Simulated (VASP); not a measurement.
## Cd: single point with PBEsol

Cd:

```
Cd
1.0
     2.95704    0.00000    0.00000
    -1.47852    2.56087    0.00000
     0.00000    0.00000    5.57647
Cd
2
Direct
  0.33333 0.66667 0.25000
  0.66667 0.33333 0.75000
```

```json
{
 "Program": "VASP 6.6.1",
 "Task": "single point",
 "Functional": "PBEsol",
 "Potentials or basis": "VASP PAW PBE potentials, release 64 (Cd)",
 "Cutoff": "520 eV",
 "k mesh": "8 × 8 × 4",
 "Occupations": "fermi-dirac, width 0.1 eV",
 "Spin": "no spin polarisation"
}
```

- Pressure: 0.4 GPa
- Band gap on the k mesh: zero (band 12 reaches 3.90 eV, above the bottom of band 13 at -0.07 eV)

Stress tensor (GPa, compression positive):
```
 1.57  0.00  0.00
 0.00  1.57  0.00
 0.00  0.00 -2.07
```

Levels at points of the mesh, in eV from the Fermi level:
| k point | band 9 | band 10 | band 11 | band 12 | band 13 | band 14 | band 15 | band 16 |
| --- | --- | --- | --- | --- | --- | --- | --- | --- |
| (0.00, 0.00, 0.00) | -8.67 | -8.40 | -8.40 | -3.15 | -2.99 | 10.70 | 14.58 | 15.12 |
| (0.50, 0.00, 0.00) | -8.11 | -8.09 | -2.39 | -1.83 | 2.04 | 3.05 | 3.32 | 5.33 |
| (0.00, 0.00, 0.50) | -8.51 | -8.51 | -7.49 | -7.49 | 3.79 | 3.79 | 14.91 | 14.91 |
| (0.50, 0.00, 0.50) | -8.10 | -8.10 | -1.59 | -1.59 | 0.16 | 0.16 | 8.21 | 8.21 |

Run time: 11 s on 1 thread of Intel(R) Xeon(R) Platinum 8559C (Emerald Rapids), on a shared host, peak memory 0.16 GiB.

Caveat: the PAW data sets were made with another functional, which shifts forces and pressure a little.
